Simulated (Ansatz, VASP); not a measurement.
## BAs: VASP beside Ansatz

```xyz
2
Lattice="0.0000 2.4045 2.4045 2.4045 0.0000 2.4045 2.4045 2.4045 0.0000" Properties=species:S:1:pos:R:3 pbc="T T T"
B     0.0000    0.0000    0.0000
As    1.2022    1.2022    1.2022
```

Alike in both runs: functional PBE; k mesh 8 × 8 × 8; no spin polarisation.

Ansatz relaxed the structure, and its values are those at the end. VASP's run is a single point on that final structure, the one shown.

|  | VASP | Ansatz |
| --- | --- | --- |
| version | VASP 6.6.1 | Ansatz 0.2.0 |
| potentials or method | VASP PAW PBE potentials, release 64 (B, As), cutoff 500 eV | plane waves, PAW |
| occupations | gaussian, width 0.01 eV | fixed |
| valence electrons in the cell | 8 | 18 |

VASP gave:

| Property | Result |
| --- | --- |
| gap on the k mesh at the Fermi level (eV) | 1.21 |
| pressure (GPa) | 0.6 |

Estimate Ansatz's values.

gap on the k mesh at the Fermi level (eV): 1.22; pressure (GPa): 0.0.

VASP's potentials hold 8 valence electrons a cell and Ansatz's 18, so a difference there can come from the potentials and not from the codes. Ansatz's warnings: stress scf threshold loose.
